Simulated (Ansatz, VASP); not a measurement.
# W: VASP beside Ansatz

The input INCAR:

```
SYSTEM = W
PREC = Accurate
ENCUT = 520
EDIFF = 1E-6
ISMEAR = 0
SIGMA = 0.005
LREAL = .False.
LASPH = .True.
NELM = 150
ALGO = Normal
ISIF = 2
LWAVE = .False.
LCHARG = .True.
ISPIN = 2
MAGMOM = 4
LORBIT = 11
LMAXMIX = 4
GGA = PE
IVDW = 12
LELF = .True.
LVHAR = .True.
ISYM = 0
NBANDS = 17
```

KPOINTS

```
Automatic mesh
0
Gamma
  1 1 1
  0 0 0
```

The input POSCAR:

```
W
1.0
   15.0000000000      0.0000000000      0.0000000000
    0.0000000000     15.5000000000      0.0000000000
    0.0000000000      0.0000000000     16.0000000000
W
1
Direct
    0.5000000000      0.5000000000      0.5000000000
```

Input for Ansatz:

```yaml
crystal:
  lattice:
    - [15.0, 0.0, 0.0]
    - [0.0, 15.5, 0.0]
    - [0.0, 0.0, 16.0]
  atoms:
    - { symbol: W, position: [0.5, 0.5, 0.5], spin: 4.0 }
  symmetry: { detect: false }
basis:
  ecutwfc: 420
kpoints:
  mp_grid: { grid: [1, 1, 1] }
hamiltonian:
  xc: pbe
  dispersion: d3bj
scf:
  occupations: { method: gaussian, width: 0.005 }
output:
  forces: true
  eigenvalues: true
  populations: true
magnetization:
  spin_polarized: true
```

Alike in both runs: task single point; functional PBE; dispersion D3(BJ); k mesh 1 × 1 × 1; occupations gaussian, width 0.005 eV; collinear spin.

```csv
,VASP,Ansatz
version,VASP 6.6.1,Ansatz 0.2.0
potentials or method,"VASP PAW PBE potentials, release 64 (W_sv), cutoff 520 eV","scalar-relativistic, plane waves, PAW"
valence electrons in the cell,14,14
```

|  | VASP | Ansatz | Ansatz less VASP |
| --- | --- | --- | --- |
| gap on the k mesh at the Fermi level (eV) | 1.55 | 1.56 | +0.010 |
| net moment per atom (μB) | 6.00 | 6.00 | 0.000 |
| size of the moment on the site where the two differ most (μB) | 3.94 | 6.00 | +2.063 |

Site moments also hang on the region over which each program counts them.

Neither program's run includes spin-orbit coupling.
